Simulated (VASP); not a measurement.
# HgH3 (Pm-3m) in VASP: further runs

HgH3 is run at these levels: PBE; tasks: relaxation of cell and atoms.

Program: VASP 6.6.1. These are calculated values, not measurements. Logs are shortened: lines on timing, memory, paths and dates and some standing lists are left out, and cuts for length are marked.

## 1. The cell of the first run

It takes space group Pm-3m (No. 221, cubic). Conventional cell: a = 6.250 Å, b = 6.250 Å, c = 6.250 Å, α = 90.00°, β = 90.00°, γ = 90.00°. Within 3.6 Å of Hg (site symmetry m-3m) lie 12 H at 2.75 to 3.50 Å. Within 5.8 Å of Hg (site symmetry m-3m) lie 24 H at 4.44 Å and 8 Hg at 5.41 Å. Within 1.0 Å of H (site symmetry 4mm) lie 1 H at 0.75 Å.

The cell was built from a structure type or drawn by symmetry, and may not be a known phase.

## 2. Relaxation of cell and atoms, PBE

INCAR

```
PREC = Accurate ; ENCUT = 600
EDIFF = 1E-6 ; ISMEAR = 0
SIGMA = 0.02 ; LREAL = F
LASPH = T ; NELM = 80
ALGO = Normal ; ISIF = 3
LWAVE = F ; LCHARG = F
GGA = PE ; IBRION = 2
NSW = 100 ; EDIFFG = -0.01
```

KPOINTS

```
regular mesh
0
Gamma
  4 4 4
```

POSCAR

```
HgH3
1.0
    6.2500025057      0.0000000000      0.0000000000
    0.0000000000      6.2500025057      0.0000000000
    0.0000000000      0.0000000000      6.2500025057
Hg H
2 6
Direct
    0.5000000000      0.5000000000      0.5000000000
    0.0000000000      0.0000000000      0.0000000000
    0.0603569171      0.5000000000      0.5000000000
    0.9396430829      0.5000000000      0.5000000000
    0.5000000000      0.0603569171      0.5000000000
    0.5000000000      0.9396430829      0.5000000000
    0.5000000000      0.5000000000      0.0603569171
    0.5000000000      0.5000000000      0.9396430829
```

Potentials or basis: VASP PAW PBE potentials, release 64 (Hg, H).

The run is started by

```bash
$ cat potpaw_PBE.64/Hg/POTCAR potpaw_PBE.64/H/POTCAR > POTCAR
$ mpirun -np 1 vasp_std > vasp.out
```

OUTCAR:

```text
PREC = Accurate
   ENCUT = 600
   EDIFF = 1E-6
   ISMEAR = 0
   LREAL = F
   LASPH = T
   NELM = 80
   ISIF = 3
   GGA = PE
   IBRION = 2
   NSW = 100
   EDIFFG = -0.01

 ion  position               nearest neighbor table
   1  0.500  0.500  0.500-
   2  0.000  0.000  0.000-
   3  0.060  0.500  0.500-   4 0.75
   4  0.940  0.500  0.500-   3 0.75
   5  0.500  0.060  0.500-   6 0.75
   6  0.500  0.940  0.500-   5 0.75
   7  0.500  0.500  0.060-   8 0.75
   8  0.500  0.500  0.940-   7 0.75

  LATTYP: Found a simple cubic cell.
 ALAT       =     6.2500025057

  Lattice vectors:

 A1 = (   6.2500025057,   0.0000000000,   0.0000000000)
 A2 = (   0.0000000000,   6.2500025057,   0.0000000000)
 A3 = (   0.0000000000,   0.0000000000,   6.2500025057)

Analysis of symmetry for initial positions (statically):
=====================================================================
 Subroutine PRICEL returns:
 Original cell was already a primitive cell.

 Routine SETGRP: Setting up the symmetry group for a
 simple cubic supercell.

 Subroutine GETGRP returns: Found 48 space group operations
 (whereof 48 operations were pure point group operations)
 out of a pool of 48 trial point group operations.

The static configuration has the point symmetry O_h .

Analysis of symmetry for dynamics (positions and initial velocities):
=====================================================================
 Subroutine PRICEL returns:
 Original cell was already a primitive cell.

 Routine SETGRP: Setting up the symmetry group for a
 simple cubic supercell.

 Subroutine GETGRP returns: Found 48 space group operations
 (whereof 48 operations were pure point group operations)
 out of a pool of 48 trial point group operations.

The dynamic configuration has the point symmetry O_h .

 Subroutine INISYM returns: Found 48 space group operations
 (whereof 48 operations are pure point group operations),
 and found     1 'primitive' translations

----------------------------------------------------------------------------------------

                                     Primitive cell

  volume of cell :     244.1409

  direct lattice vectors                    reciprocal lattice vectors
     6.250002506  0.000000000  0.000000000     0.159999936  0.000000000  0.000000000
     0.000000000  6.250002506  0.000000000     0.000000000  0.159999936  0.000000000
     0.000000000  0.000000000  6.250002506     0.000000000  0.000000000  0.159999936

  length of vectors
     6.250002506  6.250002506  6.250002506     0.159999936  0.159999936  0.159999936

  position of ions in fractional coordinates (direct lattice)
     0.500000000  0.500000000  0.500000000
     0.000000000  0.000000000  0.000000000
     0.060356917  0.500000000  0.500000000
     0.939643083  0.500000000  0.500000000
     0.500000000  0.060356917  0.500000000
     0.500000000  0.939643083  0.500000000
     0.500000000  0.500000000  0.060356917
     0.500000000  0.500000000  0.939643083

  ion indices of the primitive-cell ions
   primitive index   ion index
                 1           1
                 2           2
                 3           3
                 4           4
                 5           5
                 6           6
                 7           7
                 8           8

----------------------------------------------------------------------------------------

 KPOINTS: regular mesh

Automatic generation of k-mesh.
 Grid dimensions read from file:
 generate k-points for:    4    4    4

 Generating k-lattice:

  Cartesian coordinates                     Fractional coordinates (reciprocal lattice)
     0.039999984  0.000000000  0.000000000     0.250000000  0.000000000  0.000000000
     0.000000000  0.039999984  0.000000000     0.000000000  0.250000000  0.000000000
     0.000000000  0.000000000  0.039999984     0.000000000  0.000000000  0.250000000

  Length of vectors
     0.039999984  0.039999984  0.039999984

  Shift w.r.t. Gamma in fractional coordinates (k-lattice)
     0.000000000  0.000000000  0.000000000

 Subroutine IBZKPT returns following result:
 ===========================================

 Found     10 irreducible k-points:

 Following reciprocal coordinates:
            Coordinates               Weight
  0.000000  0.000000  0.000000      1.000000
  0.250000  0.000000  0.000000      6.000000
  0.500000  0.000000  0.000000      3.000000
  0.250000  0.250000  0.000000     12.000000
  0.500000  0.250000  0.000000     12.000000
  0.500000  0.500000  0.000000      3.000000
  0.250000  0.250000  0.250000      8.000000
  0.500000  0.250000  0.250000     12.000000
  0.500000  0.500000  0.250000      6.000000
  0.500000  0.500000  0.500000      1.000000
   k-points           NKPTS =     10   k-points in BZ     NKDIM =     10   number of bands    NBANDS=     20
   number of dos      NEDOS =    301   number of ions     NIONS =      8
   total plane-waves  NPLWV = 125000
   dimension x,y,z NGX =    50 NGY =   50 NGZ =   50
   dimension x,y,z NGXF=   100 NGYF=  100 NGZF=  100
   ions per type =               2   6
   NGX,Y,Z   is equivalent  to a cutoff of  13.30, 13.30, 13.30 a.u.
   NGXF,Y,Z  is equivalent  to a cutoff of  26.60, 26.60, 26.60 a.u.
 SYSTEM =  unknown system
   PREC   = accura    normal or accurate (medium, high low for compatibility)
   ISTART =      0    job   : 0-new  1-cont  2-samecut
   ICHARG =      2    charge: 1-file 2-atom 10-const
   ISPIN  =      1    spin polarized calculation?
   LNONCOLLINEAR =      F non collinear calculations
   LSORBIT =      F    spin-orbit coupling
   LASPH  =      T    aspherical Exc in radial PAW
   ENCUT  =  600.0 eV  44.10 Ry    6.64 a.u.  12.48 12.48 12.48*2*pi/ulx,y,z
   NELM   =     80;   NELMIN=  2; NELMDL= -5     # of ELM steps
   EDIFF  = 0.1E-05   stopping-criterion for ELM
   LREAL  =      F    real-space projection
   EDIFFG = -.1E-01   stopping-criterion for IOM
   NSW    =    100    number of steps for IOM
   IBRION =      2    ionic relax: 0-MD 1-quasi-New 2-CG
   NFREE  =      1    steps in history (QN), initial steepest desc. (CG)
   ISIF   =      3    stress and relaxation
   ISYM   =      2    0-nonsym 1-usesym 2-fastsym
   POTIM  = 0.5000    time-step for ionic-motion
   TEBEG  =    0.0;   TEEND  =   0.0 temperature during run
   PSTRESS=    0.0 pullay stress
   NELECT =      30.0000    total number of electrons
   NUPDOWN=      -1.0000    fix difference up-down
   EMIN   =  10.00;   EMAX   =-10.00  energy-range for DOS
   EFERMI =   0.00;   METHOD = LEGACY
   ISMEAR =     0;   SIGMA  =   0.02  broadening in eV -4-tet -1-fermi 0-gaus
   EFERMI_NEDOS =   21; number of points for ismear=-14 and -15
   IALGO  =     38    algorithm
   IMIX   =      4    mixing-type and parameters
     AMIX     =   0.40;   BMIX     =  1.00
     AMIX_MAG =   1.60;   BMIX_MAG =  1.00
  volume/ion in A,a.u.               =      30.52       205.94
  Fermi-wavevector in a.u.,A,eV,Ry     =   0.813895  1.538039  9.012841  0.662425
  Thomas-Fermi vector in A             =   1.923703
   LORBIT       =      0    0 simple, 1 ext, 2 COOP (PROOUT), +10 PAW based schemes
   GGA     = PE    functional components
   LHFCALC =     F    Hartree Fock is set to
   AEXX    =    0.0000 exact exchange contribution
   IVDW    =     0    specifies the selected vdW correction
   LEPSILON=     F    determine dielectric tensor
   LRPA    =     F    only Hartree local field effects (RPA)
 conjugate gradient relaxation of ions
 non-spin polarized calculation
 Gauss-broadening in eV      SIGMA  =   0.02
  energy-cutoff  :      600.00
  volume of cell :      244.14
 maximum number of plane-waves:      8217
 NGX is ok and might be reduce to    50
   NGX = 25   NGY = 25   NGZ = 25

--------------------------------------- Ionic step        1  -------------------------------------------

 number of electron      30.0000004 magnetization

 Free energy of the ion-electron system (eV)
  ---------------------------------------------------
  ext. energy  EPLUGINS =         0.00000000
  ---------------------------------------------------
  free energy    TOTEN  =       -20.31513389 eV

  energy without entropy =      -20.31513389  energy(sigma->0) =      -20.31513389

------------------------ aborting loop because EDIFF is reached ----------------------------------------

  FORCE on cell =-STRESS in cart. coord.  units (eV):
  Direction    XX          YY          ZZ          XY          YZ          ZX
  --------------------------------------------------------------------------------------
  -------------------------------------------------------------------------------------
  Total        0.5151743      0.5151743      0.5151743     -0.0000000     -0.0000000      0.0000000
  in kB        3.3808370      3.3808370      3.3808370     -0.0000000     -0.0000000      0.0000000
  external PRESSURE =       3.3808370 kB  Pullay stress =       0.0000000 kB
[... 107 lines left out ...]
  FREE ENERGIE OF THE ION-ELECTRON SYSTEM (eV)
  ---------------------------------------------------
  free  energy   TOTEN  =       -20.3223694561 eV

  energy  without entropy=      -20.3223694561  energy(sigma->0) =      -20.32236946

[... ionic steps 4 to 14 ...]

--------------------------------------- Ionic step       15  -------------------------------------------

 number of electron      29.9999989 magnetization

------------------------ aborting loop because EDIFF is reached ----------------------------------------

  FORCE on cell =-STRESS in cart. coord.  units (eV):
  Direction    XX          YY          ZZ          XY          YZ          ZX
  --------------------------------------------------------------------------------------
  -------------------------------------------------------------------------------------
  Total       -0.0040995     -0.0040995     -0.0040995     -0.0000000     -0.0000000      0.0000000
  in kB       -0.0206199     -0.0206199     -0.0206199     -0.0000000     -0.0000000      0.0000000
  external PRESSURE =      -0.0206199 kB  Pullay stress =       0.0000000 kB
[... 69 lines left out ...]
  energy  without entropy=      -20.3762769899  energy(sigma->0) =      -20.37627699

--------------------------------------- Ionic step       17  -------------------------------------------

 number of electron      29.9999989 magnetization

 Free energy of the ion-electron system (eV)
  ---------------------------------------------------
  ext. energy  EPLUGINS =         0.00000000
  ---------------------------------------------------
  free energy    TOTEN  =       -20.37630256 eV

  energy without entropy =      -20.37630256  energy(sigma->0) =      -20.37630256

 E-fermi :  -5.1579     XC(G=0):  -4.4131

 val. band max:       -5.2672559043   @ k =   0.0000   0.0000   0.0000
 cond. band min:      -0.6289247430   @ k =   0.0000   0.0000   0.0000
 fundamental gap:      4.6383311613
 Fermi energy:        -5.1579110653

 k-point     1 :       0.0000    0.0000    0.0000
  band No.  band energies     occupation
      1      -9.3743      2.00000
      2      -9.3358      2.00000
      3      -9.3358      2.00000
      4      -8.7797      2.00000
      5      -8.7797      2.00000
      6      -8.7797      2.00000
[... 12 lines left out ...]
     19       0.9679      0.00000
[... 241 lines left out ...]
  FREE ENERGIE OF THE ION-ELECTRON SYSTEM (eV)
  ---------------------------------------------------
  free  energy   TOTEN  =       -20.3763025558 eV

  energy  without entropy=      -20.3763025558  energy(sigma->0) =      -20.37630256

 reached required accuracy - stopping structural energy minimisation
```

Run time: 5.1 min. Hardware: 1 thread of Intel Xeon 6975P-C (Granite Rapids), shared host; peak memory 0.38 GiB.

What came out:

```
Free energy                           : -20.3763 eV
Relaxed volume                        : 39.86 Å³/atom
Relaxed cell                          : a = 6.832 Å, b = 6.832 Å, c = 6.832 Å, α = 90.00°, β = 90.00°, γ = 90.00°
Space group after relaxing (to 0.1 Å) : Pm-3m (No. 221)
Energy gained by relaxing             : 7.6 meV/atom
Ionic steps                           : 17
Pressure after relaxing               : 0.0 GPa
Largest force after relaxing          : 0.007 eV/Å
Band gap on the k mesh                : 4.64 eV
```

Forces in eV/Å, atoms in the order of the input:
```
Hg   0.000  0.000  0.000
Hg   0.000  0.000  0.000
H   -0.007  0.000  0.000
H    0.007  0.000  0.000
H    0.000 -0.007  0.000
H    0.000  0.007  0.000
H    0.000  0.000 -0.007
H    0.000  0.000  0.007
```

Step by step:
```csv
step,energy change (eV),largest force (eV/Å),pressure (GPa),volume (Å³)
1,0.0000,0.0139,0.34,244.14
2,-0.0040,0.1084,0.25,246.42
3,-0.0072,0.3318,0.11,250.75
4,-0.0082,0.3269,0.11,251.19
5,-0.0108,0.3121,0.11,252.50
6,-0.0160,0.2825,0.10,255.15
7,-0.0253,0.2197,0.11,260.49
8,-0.0400,0.0826,0.12,271.40
9,-0.0536,0.2407,0.17,294.13
10,-0.0537,0.3141,0.18,299.08
11,-0.0579,0.2026,0.11,305.32
12,-0.0607,0.0670,0.04,313.24
13,-0.0589,0.1908,-0.09,329.51
14,-0.0612,0.0115,0.00,318.14
15,-0.0612,0.0180,0.00,318.53
16,-0.0611,0.0244,-0.01,318.93
17,-0.0612,0.0066,0.00,318.92
```

Final structure:
```yaml
crystal:
  lattice:
    - [6.83217, 0.00000, 0.00000]
    - [0.00000, 6.83217, 0.00000]
    - [0.00000, 0.00000, 6.83217]
  atoms:
    - { symbol: Hg, position: [0.50000, 0.50000, 0.50000] }
    - { symbol: Hg, position: [0.00000, 0.00000, 0.00000] }
    - { symbol: H, position: [0.05510, 0.50000, 0.50000] }
    - { symbol: H, position: [0.94490, 0.50000, 0.50000] }
    - { symbol: H, position: [0.50000, 0.05510, 0.50000] }
    - { symbol: H, position: [0.50000, 0.94490, 0.50000] }
    - { symbol: H, position: [0.50000, 0.50000, 0.05510] }
    - { symbol: H, position: [0.50000, 0.50000, 0.94490] }
```

Levels at points of the mesh, in eV from the valence-band top:
```
           k point  band 12  band 13  band 14  band 15  band 16  band 17  band 18  band 19
(0.00, 0.00, 0.00)    -3.24    -3.24    -0.25     0.00     4.64     4.64     4.64     6.24
(0.50, 0.00, 0.00)    -3.26    -3.25    -0.23    -0.22     4.89     4.89     5.39     5.76
(0.50, 0.50, 0.00)    -3.26    -3.26    -0.42    -0.21     4.97     4.97     4.99     6.09
(0.50, 0.50, 0.50)    -3.26    -3.26    -0.64    -0.18     5.11     5.11     5.11     6.15
```

Caveat: the volume moved by over 15 % at a fixed basis, so the end points are rough; spin-orbit coupling is left out, which moves the levels of the heavy elements.

## 3. Relaxation of cell and atoms, PBE

This run uses another cell than the first one, of 46.01 Å³/atom.

INCAR

```
SYSTEM = HgH3
PREC = Accurate
ENCUT = 600
EDIFF = 1E-7
ISMEAR = 0
SIGMA = 0.02
LREAL = .False.
LASPH = .True.
NELM = 60
ALGO = Normal
ISIF = 3
LWAVE = .False.
LCHARG = .False.
GGA = PE
IBRION = 2
NSW = 100
EDIFFG = -0.01
```

KPOINTS

```
regular mesh
0
Gamma
  4 4 4
  0 0 0
```

POSCAR

```
HgH3
1.0
    7.1668522530      0.0000000000      0.0000000000
    0.0000000000      7.1668522530      0.0000000000
    0.0000000000      0.0000000000      7.1668522530
Hg H
2 6
Direct
    0.5000000000      0.5000000000      0.5000000000
    0.0000000000      0.0000000000      0.0000000000
    0.0524889845      0.5000000000      0.5000000000
    0.9475110155      0.5000000000      0.5000000000
    0.5000000000      0.0524889845      0.5000000000
    0.5000000000      0.9475110155      0.5000000000
    0.5000000000      0.5000000000      0.0524889845
    0.5000000000      0.5000000000      0.9475110155
```

Potentials or basis: VASP PAW PBE potentials, release 64 (Hg, H).

The run is started by

```bash
$ cat potpaw_PBE.64/Hg/POTCAR potpaw_PBE.64/H/POTCAR > POTCAR
$ mpirun -np 1 vasp_std > vasp.out
```

OUTCAR:

```text
SYSTEM = HgH3
   PREC = Accurate
   ENCUT = 600
   EDIFF = 1E-7
   ISMEAR = 0
   LREAL = .False.
   LASPH = .True.
   NELM = 60
   ISIF = 3
   GGA = PE
   IBRION = 2
   NSW = 100
   EDIFFG = -0.01

 ion  position               nearest neighbor table
   1  0.500  0.500  0.500-
   2  0.000  0.000  0.000-
   3  0.052  0.500  0.500-   4 0.75
   4  0.948  0.500  0.500-   3 0.75
   5  0.500  0.052  0.500-   6 0.75
   6  0.500  0.948  0.500-   5 0.75
   7  0.500  0.500  0.052-   8 0.75
   8  0.500  0.500  0.948-   7 0.75

  LATTYP: Found a simple cubic cell.
 ALAT       =     7.1668522530

  Lattice vectors:

[... 181 lines left out ...]
  FORCE on cell =-STRESS in cart. coord.  units (eV):
  Direction    XX          YY          ZZ          XY          YZ          ZX
  --------------------------------------------------------------------------------------
  -------------------------------------------------------------------------------------
  Total       -0.0145919     -0.0145919     -0.0145919     -0.0000000     -0.0000000      0.0000000
  in kB       -0.0635091     -0.0635091     -0.0635091     -0.0000000     -0.0000000      0.0000000
  external PRESSURE =      -0.0635091 kB  Pullay stress =       0.0000000 kB
[... 71 lines left out ...]
--------------------------------------- Ionic step        3  -------------------------------------------

 number of electron      29.9999999 magnetization

 Free energy of the ion-electron system (eV)
  ---------------------------------------------------
  ext. energy  EPLUGINS =         0.00000000
  ---------------------------------------------------
  free energy    TOTEN  =       -20.41125905 eV

  energy without entropy =      -20.41125905  energy(sigma->0) =      -20.41125905

 E-fermi :  -5.4868     XC(G=0):  -4.0836

 val. band max:       -5.5775953158   @ k =   0.0000   0.0000   0.0000
 cond. band min:      -0.7186185081   @ k =   0.0000   0.0000   0.0000
 fundamental gap:      4.8589768077
 Fermi energy:        -5.4867832576

 k-point     1 :       0.0000    0.0000    0.0000
  band No.  band energies     occupation
      1      -9.4374      2.00000
      2      -9.4149      2.00000
      3      -9.4149      2.00000
      4      -8.9384      2.00000
      5      -8.9384      2.00000
      6      -8.9384      2.00000
[... 254 lines left out ...]
  FREE ENERGIE OF THE ION-ELECTRON SYSTEM (eV)
  ---------------------------------------------------
  free  energy   TOTEN  =       -20.4112590469 eV

  energy  without entropy=      -20.4112590469  energy(sigma->0) =      -20.41125905

 reached required accuracy - stopping structural energy minimisation
```

OSZICAR:

```text
N       E                     dE             d eps       ncg     rms          rms(c)
DAV:   1     0.178566363763E+03    0.17857E+03   -0.11054E+04   400   0.123E+03
DAV:   2    -0.951701664541E+01   -0.18808E+03   -0.18197E+03   564   0.241E+02
DAV:   3    -0.224090590083E+02   -0.12892E+02   -0.12850E+02   440   0.721E+01
[... 21 lines left out ...]
DAV:   1    -0.204112757266E+02   -0.15925E-03   -0.24146E-03   464   0.319E-01    0.313E-02
DAV:   2    -0.204112633414E+02    0.12385E-04   -0.58220E-05   404   0.715E-02    0.146E-02
DAV:   3    -0.204112595901E+02    0.37513E-05   -0.10063E-05   420   0.268E-02    0.800E-03
DAV:   4    -0.204112591075E+02    0.48258E-06   -0.22999E-06   408   0.945E-03    0.141E-03
DAV:   5    -0.204112590469E+02    0.60566E-07   -0.10513E-07   304   0.284E-03
   3 F= -.20411259E+02 E0= -.20411259E+02  d E =-.242245E-04
```

Wall time 2.4 min (1 thread of Intel Xeon 6975P-C (Granite Rapids), shared host); peak memory 0.56 GiB.

Results:

| Quantity | Value |
| --- | --- |
| Free energy | -20.4113 eV |
| Energy gained by relaxing | 0.0 meV/atom |
| Ionic steps | 3 |
| Pressure after relaxing | 0.0 GPa |
| Band gap on the k mesh | 4.86 eV |

Final structure:
```xyz
8
Lattice="7.1667 0.0000 0.0000 0.0000 7.1667 0.0000 0.0000 0.0000 7.1667" Properties=species:S:1:pos:R:3 pbc="T T T"
Hg    3.5833    3.5833    3.5833
Hg    0.0000    0.0000    0.0000
H     0.3758    3.5833    3.5833
H     6.7908    3.5833    3.5833
H     3.5833    0.3758    3.5833
H     3.5833    6.7908    3.5833
H     3.5833    3.5833    0.3758
H     3.5833    3.5833    6.7908
```

Caveat: spin-orbit coupling is left out, which moves the levels of the heavy elements.
